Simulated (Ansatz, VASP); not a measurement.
# Al6N7: VASP beside Ansatz

```
Al N
1.0
     0.00000    0.00000    5.01804
     4.69531   -2.71084    0.00000
     0.00000    5.42168    0.00000
Al N
6 7
Direct
  0.50286 0.32464 0.32464
  0.50286 0.00000 0.67536
  0.50286 0.67536 0.00000
  0.00157 0.00000 0.32594
  0.00157 0.67406 0.67406
  0.00157 0.32594 0.00000
  0.87327 0.34983 0.34983
  0.87327 0.00000 0.65017
  0.87327 0.65017 0.00000
  0.40249 0.00000 0.34533
  0.40249 0.65467 0.65467
  0.40249 0.34533 0.00000
  0.14780 0.00000 0.00000
```

Alike in both runs: functional PBE; k mesh 2 × 2 × 2; occupations gaussian, width 0.01 eV; collinear spin.

Ansatz relaxed the structure, and its values are those at the end. VASP's run is a single point on that final structure, the one shown.

```csv
,VASP,Ansatz
version,VASP 6.6.1,Ansatz 0.2.0
potentials or method,"VASP PAW PBE potentials, release 64 (Al, N), cutoff 520 eV","scalar-relativistic, plane waves, PAW"
valence electrons in the cell,53,53
```

```csv
,VASP,Ansatz,Ansatz less VASP
rms of the force components (eV/Å),0.003,0.001,-0.0025
net moment per atom (μB),0.00,0.00,0.000
```

Ansatz's warnings: filled band counts differ across k points, seeded moment not kept.

The k mesh is coarse, so the values compare programs but aren't converged.
